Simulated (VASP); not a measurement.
AlN:

```
Al N
1.0
     0.00000    2.07442    2.07442
     2.07442    0.00000    2.07442
     2.07442    2.07442    0.00000
Al N
1 1
Cartesian
  2.0744 2.0744 2.0744
  0.0000 0.0000 0.0000
```

This cell differs from its parent crystal: volume scaled by 1.06.

Base run:

| Quantity | Value |
| --- | --- |
| Program | VASP 6.6.1 |
| Functional | PBEsol |
| Potentials or basis | VASP PAW PBE potentials, release 64 (Al, N) |
| Cutoff | 520 eV |
| k mesh | 11 × 11 × 11 |
| Occupations | fermi-dirac, width 0.05 eV |
| Spin | no spin polarisation |

Its results: band gap on the k mesh 3.97 eV, indirect (least direct gap 4.60 eV); pressure -17.2 GPa.

Problem. The run is repeated on the same cell with these changes: functional from PBEsol to r2SCAN. What comes out?

Solution. Band gap on the k mesh 4.85 eV, indirect (least direct gap 5.40 eV); pressure -19.9 GPa.

r2SCAN gives the wider gap, since meta-GGAs in the generalised Kohn-Sham scheme recover part of the derivative discontinuity.

Caveats: the PAW data sets were made with another functional, which shifts forces and pressure a little.

A k mesh can miss the band edges.
